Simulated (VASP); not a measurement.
Crystal: TiSi2.

```
CELL_PARAMETERS angstrom
3.56847 0.00000 0.00000
0.00000 3.56847 0.00000
0.00000 0.00000 3.69863
ATOMIC_POSITIONS crystal
Ti 0.00000 0.00000 0.50000
Si 0.50000 0.50000 0.00000
Si 0.00000 0.00000 0.00000
```

- Program: VASP 6.6.1
- Task: relaxation of cell and atoms
- Functional: PBE
- Potentials or basis: VASP PAW PBE potentials, release 64 (Ti_sv, Si)
- Cutoff: 600 eV
- k mesh: 6 × 6 × 6
- Occupations: gaussian, width 0.1 eV
- Spin: no spin polarisation

At the start: pressure 37.3 GPa; volume 15.70 Å³/atom.

Q: How do energy, volume and symmetry change on relaxing?

A: Over 7 steps the energy falls by 1686.7 meV/atom and the volume is 18.60 Å³/atom (+18.5 %); space group P4/mmm (No. 123, to 0.05 Å).

Step by step:
```csv
step,energy change (eV),largest force (eV/Å),pressure (GPa),volume (Å³)
1,0.0000,0.0000,37.28,47.10
2,-3.7341,0.0000,-6.21,68.30
3,-5.0228,0.0000,-3.93,58.69
4,-5.0256,0.0000,-3.67,58.48
5,-5.0263,0.0000,-3.28,58.20
6,-5.0585,0.0000,0.91,55.31
7,-5.0600,0.0000,0.11,55.80
```

Final structure:
```yaml
crystal:
  lattice:
    - [3.38896, 0.00000, 0.00000]
    - [0.00000, 3.38896, 0.00000]
    - [0.00000, 0.00000, 4.85856]
  atoms:
    - { symbol: Ti, position: [0.00000, 0.00000, 0.50000] }
    - { symbol: Si, position: [0.50000, 0.50000, 0.00000] }
    - { symbol: Si, position: [0.00000, 0.00000, 0.00000] }
```

Caveat: the volume moved by over 15 % at a fixed basis, so the end points are rough.
